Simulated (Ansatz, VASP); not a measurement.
One calculation of MgO2, two programs

```
Mg O
1.0
     1.47038    0.84892    4.16181
    -1.47038    0.84892    4.16181
     0.00000   -1.69785    4.16181
Mg O
1 2
Direct
  0.00000 0.00000 0.00000
  0.42879 0.42879 0.42879
  0.57121 0.57121 0.57121
```

Alike in both runs: task single point; functional r2SCAN; k mesh 12 × 12 × 12; occupations gaussian, width 0.05 eV; no spin polarisation.

|  | VASP | Ansatz |
| --- | --- | --- |
| version | VASP 6.6.1 | Ansatz 0.2.0 |
| potentials or method | VASP PAW PBE potentials, release 64 (Mg, O), cutoff 520 eV | scalar-relativistic, plane waves, PAW |
| valence electrons in the cell | 14 | 22 |

Ansatz gave:

| Property | Result |
| --- | --- |
| gap on the k mesh at the Fermi level (eV) | none |
| pressure (GPa) | -9.5 |
| traceless stress, the component that is largest in VASP (GPa) | -57.61 |
| rms of the force components (eV/Å) | 0.904 |

Problem. Which values does VASP return?

Solution. gap on the k mesh at the Fermi level (eV): none; pressure (GPa): -10.2; traceless stress, the component that is largest in VASP (GPa): -57.51; rms of the force components (eV/Å): 0.873.

VASP's potentials were made for PBE, not for r2SCAN. Atom by atom the forces differ by 0.031 eV/Å (rms over components). A gap of «none» marks a metal or a gap that the smearing closes. VASP's potentials hold 14 valence electrons a cell and Ansatz's 22, so a difference there can come from the potentials and not from the codes.
